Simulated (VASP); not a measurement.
Here is a VASP 6.6.1 calculation.

The input INCAR:

```
SYSTEM = Si4Se
PREC = Accurate ; ENCUT = 520
EDIFF = 1E-6 ; ISMEAR = 0
SIGMA = 0.1 ; LREAL = .False.
LASPH = .True. ; NELM = 80
ALGO = Normal ; ISIF = 2
LWAVE = .False. ; LCHARG = .True.
GGA = PE ; LELF = .True.
LVHAR = .True. ; NBANDS = 19
```

The input KPOINTS:

```
regular mesh
0
Gamma
  6 6 4
  0 0 0
```

Contents of POSCAR:

```
Si4Se
1.0
    3.9669441800      0.0000000000      0.0000000000
   -1.9834720900      3.4354744300      0.0000000000
    0.0000000000      0.0000000000      6.8891434600
Si Se
4 1
Direct
    0.8393208000      0.1606792000      0.0000000000
    0.8393208000      0.6786416100      0.0000000000
    0.3213583900      0.1606792000      0.0000000000
    0.3333333300      0.6666666700      0.0000000000
    0.0000000000      0.0000000000      0.5000000000
```

Potentials or basis: VASP PAW PBE potentials, release 64 (Si, Se).

The run is started by

```bash
$ cat potpaw_PBE.64/Si/POTCAR potpaw_PBE.64/Se/POTCAR > POTCAR
$ mpirun -np 1 vasp_std > vasp.out
```

Problem. What does it give for the pressure?

Solution. 75.8 GPa.

Problem. Estimate the largest force.

Solution. 6.337 eV/Å.

Problem. Estimate the band gap on the k mesh.

Solution. Zero (band 11 reaches 5.83 eV, above the bottom of band 12 at 4.46 eV).

Stress tensor (GPa, compression positive):
```
116.76   0.00   0.00
  0.00 116.76   0.00
  0.00   0.00  -6.02
```

Caveat: forces of over 1 eV/Å act on the atoms, so gaps and moduli don't describe the material at rest.
